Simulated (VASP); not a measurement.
Wanted: the native input for a VASP 6.6.1 run.

```
Task                   : single point
Functional             : r2SCAN
Potentials or basis    : VASP PAW PBE potentials, release 64 (Al, Cu)
Cutoff                 : 520 eV
k mesh                 : 12 × 12 × 12
Occupations            : gaussian, width 0.1 eV
Spin                   : no spin polarisation
Dipole correction      : no
Further INCAR settings : ALGO = Normal; EDIFF = 1e-07; NBANDS = 18
```

Crystal: Al3Cu.

```xyz
4
Lattice="3.8891 0.0000 0.0000 0.0000 3.8891 0.0000 0.0000 0.0000 3.8891" Properties=species:S:1:pos:R:3 pbc="T T T"
Al    0.0000    1.9446    1.9446
Al    1.9446    0.0000    1.9446
Al    1.9446    1.9446    0.0000
Cu    0.0000    0.0000    0.0000
```

The input as run:

POSCAR

```
Al3Cu
1.0
    3.8891206760      0.0000000000      0.0000000000
    0.0000000000      3.8891206760      0.0000000000
    0.0000000000      0.0000000000      3.8891206760
Al Cu
3 1
Direct
    0.0000000000      0.5000000000      0.5000000000
    0.5000000000      0.0000000000      0.5000000000
    0.5000000000      0.5000000000      0.0000000000
    0.0000000000      0.0000000000      0.0000000000
```

INCAR.step1

```
SYSTEM = Al3Cu
PREC = Accurate
ENCUT = 520
ISMEAR = 0
SIGMA = 0.1
LREAL = .FALSE.
LASPH = .TRUE.
NELM = 60
NBANDS = 18
GGA = PE
ALGO = Normal
EDIFF = 1E-4
LWAVE = .TRUE.
LCHARG = .FALSE.
```

INCAR.step2

```
SYSTEM = Al3Cu
PREC = Accurate
ENCUT = 520
EDIFF = 1E-7
ISMEAR = 0
SIGMA = 0.1
LREAL = .FALSE.
LASPH = .TRUE.
NELM = 60
ALGO = Normal
ISIF = 2
LWAVE = .FALSE.
LCHARG = .FALSE.
METAGGA = R2SCAN
LMIXTAU = .TRUE.
NBANDS = 18
ISTART = 1
```

KPOINTS

```
regular mesh
0
G
  12 12 12
  0 0 0
```

Potentials or basis: VASP PAW PBE potentials, release 64 (Al, Cu).

Command:

```bash
$ cat potpaw_PBE.64/Al/POTCAR potpaw_PBE.64/Cu/POTCAR > POTCAR
$ cp INCAR.step1 INCAR
$ mpirun -np 1 vasp_std > vasp.out
$ cp INCAR.step2 INCAR
$ mpirun -np 1 vasp_std > vasp.out
```

Results of the run:

* Pressure: -0.1 GPa
* Band gap on the k mesh: zero (bands 10 and 11 overlap by 4.19 eV)

Caveat: the PAW data sets were made with another functional, which shifts forces and pressure a little.

Wall time 2.9 min on 1 thread of AMD EPYC 9R45 96-Core Processor (Zen 5), on a shared host, peak memory 0.2 GiB.
